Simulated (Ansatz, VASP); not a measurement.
# Ba2H3NO6: VASP beside Ansatz

The input INCAR:

```
SYSTEM = Ba2H3NO6
PREC = Accurate
ENCUT = 520
EDIFF = 1E-6
ISMEAR = -1
SIGMA = 0.1
LREAL = .False.
LASPH = .True.
NELM = 60
ALGO = Normal
ISIF = 2
LWAVE = .False.
LCHARG = .False.
GGA = PE
NBANDS = 44
```

KPOINTS

```
Automatic mesh
0
Gamma
  6 6 8
  0 0 0
```

File POSCAR:

```
Ba2H3NO6
1.0
    3.4898920000      6.0446690000      0.0000000000
   -3.4898920000      6.0446690000      0.0000000000
    0.0000000000      0.0000000000      3.8429280000
Ba O N H
2 6 1 3
Direct
    0.3333000000      0.3334000000      0.0000000000
    0.6667000000      0.6666000000      0.0000000000
    0.1796000000      0.0000000000      0.0000000000
    1.0000000000      0.8204000000      0.0000000000
    0.8204000000      0.1796000000      0.0000000000
    0.4486000000      0.5514000000      0.5000000000
    0.5514000000      0.0000000000      0.5000000000
    0.0000000000      0.4486000000      0.5000000000
    0.0000000000      0.0000000000      0.0000000000
    0.3081610000      0.6918390000      0.5000000000
    0.6918390000      0.0000000000      0.5000000000
    0.0000000000      0.3081610000      0.5000000000
```

Input for Ansatz:

```yaml
crystal:
  lattice:
    - [3.489892, 6.044669, 0.0]
    - [-3.489892, 6.044669, 0.0]
    - [0.0, 0.0, 3.842928]
  atoms:
    - { symbol: Ba, position: [0.3333, 0.3334, 0.0] }
    - { symbol: Ba, position: [0.6667, 0.6666, 0.0] }
    - { symbol: O, position: [0.1796, 0.0, 0.0] }
    - { symbol: O, position: [1.0, 0.8204, 0.0] }
    - { symbol: O, position: [0.8204, 0.1796, 0.0] }
    - { symbol: "N", position: [0.0, 0.0, 0.0] }
    - { symbol: O, position: [0.4486, 0.5514, 0.5] }
    - { symbol: O, position: [0.5514, 0.0, 0.5] }
    - { symbol: O, position: [0.0, 0.4486, 0.5] }
    - { symbol: H, position: [0.308161, 0.691839, 0.5] }
    - { symbol: H, position: [0.691839, 0.0, 0.5] }
    - { symbol: H, position: [0.0, 0.308161, 0.5] }
  symmetry: { tolerance: 0.0003 }
kpoints:
  mp_grid: { grid: [6, 6, 8], shift: [0, 0, 0] }
  band_path:
    path:
      - [0.0, 0.0, 0.0]
      - [0.49999998, 0.50000001, 0.0]
      - [0.33333332, 0.66666669, 0.0]
      - [0.0, 0.0, 0.0]
      - [0.0, 0.0, 0.5]
      - [0.49999998, 0.50000001, 0.5]
      - [0.33333332, 0.66666669, 0.5]
      - [0.0, 0.0, 0.5]
      - [0.49999998, 0.50000001, 0.5]
      - [0.49999998, 0.50000001, 0.0]
      - [0.33333332, 0.66666669, 0.5]
    npoints: 7
magnetization:
  spin_polarized: false
scf:
  occupations: { method: fermi_dirac }
  lower_state_search: "off"
  max_iter: 200
hamiltonian:
  pseudopotentials: { kind: paw }
  xc: pbe
basis:
  ecutwfc: 420
  fft_grid_basis: typed
output:
  forces: true
  stress: true
  eigenvalues: true
  bader: true
  populations: true
  elf: true
  write_potential: true
  volumetric_format: npy
  dos:
    e_range: [-12, 8]
    de: 0.05
    projected: { site_lists: { Ba: [Ba], H: [H], "N": ["N"], O: [O] } }
  write_density: true
checkpoint:
  read: saved_state
```

Alike in both runs: task single point; functional PBE; k mesh 6 × 6 × 8; no spin polarisation.

|  | VASP | Ansatz |
| --- | --- | --- |
| version | VASP 6.6.1 | Ansatz 0.2.0 |
| potentials or method | VASP PAW PBE potentials, release 64 (Ba_sv, O, N, H), cutoff 520 eV | PAW plane waves |
| occupations | fermi-dirac, width 0.1 eV | fermi-dirac |
| valence electrons in the cell | 64 | 64 |

|  | VASP | Ansatz | Ansatz less VASP |
| --- | --- | --- | --- |
| pressure (GPa) | 2.1 | 1.0 | -1.12 |
| rms of the force components (eV/Å) | 0.305 | 0.218 | -0.0865 |

Ansatz's warnings: structure snapped to symmetry.

Neither program's run includes spin-orbit coupling. Noted on VASP's run: the standard files for N, O and F lose accuracy on very short bonds.
